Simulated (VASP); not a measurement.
Here is a VASP 6.6.1 calculation.

The input INCAR:

```
PREC = Accurate
ENCUT = 520
EDIFF = 1E-8
ISMEAR = -1
SIGMA = 0.03
LREAL = False
LASPH = True
NELM = 80
ALGO = Normal
ISIF = 2
LWAVE = False
LCHARG = False
LEFG = True
NBANDS = 15
```

The input KPOINTS:

```
regular mesh
0
Gamma
  7 7 7
```

The input POSCAR:

```
KCl
1.0
    0.0000000000      3.1245390000      3.1561000000
    3.1245390000      0.0000000000      3.1561000000
    3.1245390000      3.1245390000      0.0000000000
K Cl
1 1
Direct
    0.0000000000      0.0000000000      0.0000000000
    0.5000000000      0.5000000000      0.5000000000
```

Potentials or basis: VASP PAW LDA potentials, release 64 (K_sv, Cl).

The run is started by

```console
$ cat potpaw_LDA.64/K_sv/POTCAR potpaw_LDA.64/Cl/POTCAR > POTCAR
$ mpirun -np 1 vasp_std > vasp.out
```

Problem. Estimate the pressure.

Solution. -1.8 GPa.

Problem. Estimate the band gap on the k mesh.

Solution. 4.78 eV, direct.

Stress tensor (GPa, compression positive):
```
-1.65  0.00  0.00
 0.00 -1.65  0.00
 0.00  0.00 -1.96
```

Caveat: the cell differs from its parent crystal (equal xx and yy strain of -1 %); without QUAD_EFG the Cq values of the log hold for a quadrupole moment of 1 mb, not for the nuclei.
